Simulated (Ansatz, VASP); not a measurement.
## TaN: VASP beside Ansatz

File INCAR:

```
PREC = Accurate
ENCUT = 520
EDIFF = 1E-7
ISMEAR = -1
SIGMA = 0.02
LREAL = False
LASPH = True
NELM = 60
ALGO = Normal
ISIF = 2
LWAVE = False
LCHARG = True
GGA = PE
LELF = True
LVHAR = True
NBANDS = 15
```

File KPOINTS:

```
Automatic mesh
0
Gamma
  12 12 10
```

File POSCAR:

```
TaN
1.0
    2.8498588926      0.0000000000      0.0000000000
   -1.4249294463      2.4680501983      0.0000000000
    0.0000000000      0.0000000000      2.8830000000
Ta N
1 1
Direct
    0.3333333333      0.6666666667      0.5000000000
    0.0000000000      0.0000000000      0.0000000000
```

Input for Ansatz:

```yaml
crystal:
  lattice:
    - [2.8498588926, 0.0, 0.0]
    - [-1.4249294463, 2.4680501983, 0.0]
    - [0.0, 0.0, 2.883]
  atoms:
    - { symbol: Ta, position: [0.3333333333, 0.6666666667, 0.5] }
    - { symbol: "N", position: [0.0, 0.0, 0.0] }
kpoints:
  mp_grid: { grid: [12, 12, 10] }
  band_path:
    path:
      - [0.0, 0.0, 0.0]
      - [0.5, 0.0, 0.0]
      - [0.3333333333, 0.3333333333, 0.0]
      - [0.0, 0.0, 0.0]
      - [0.0, 0.0, 0.5]
      - [0.5, 0.0, 0.5]
      - [0.3333333333, 0.3333333333, 0.5]
      - [0.0, 0.0, 0.5]
      - [0.5, 0.0, 0.5]
    npoints: 5
scf:
  occupations: { method: fermi_dirac, width: 0.02 }
hamiltonian:
  xc: pbe
  pseudopotentials: { kind: all_electron, lapw: { basis_error: 0.0005 } }
output:
  forces: true
  stress: true
  eigenvalues: true
```

Change from the starting cell: equal xx and yy strain of -3 %.

Alike in both runs: task single point; functional PBE; k mesh 12 × 12 × 10; occupations fermi-dirac, width 0.02 eV; no spin polarisation.

|  | VASP | Ansatz |
| --- | --- | --- |
| version | VASP 6.6.1 | Ansatz 0.2.0 |
| potentials or method | VASP PAW PBE potentials, release 64 (Ta_pv, N), cutoff 520 eV | all-electron LAPW, scalar-relativistic |

|  | VASP | Ansatz | Ansatz less VASP |
| --- | --- | --- | --- |
| pressure (GPa) | 29.7 | 28.7 | -1.04 |
| traceless stress, the component that is largest in VASP (GPa) | -11.86 | -11.97 | -0.108 |

Both programs put the cell under a high pressure, so it lies far from rest at this level. Ansatz ran all-electron here, and VASP with PAW potentials.

Spin-orbit coupling is off throughout.
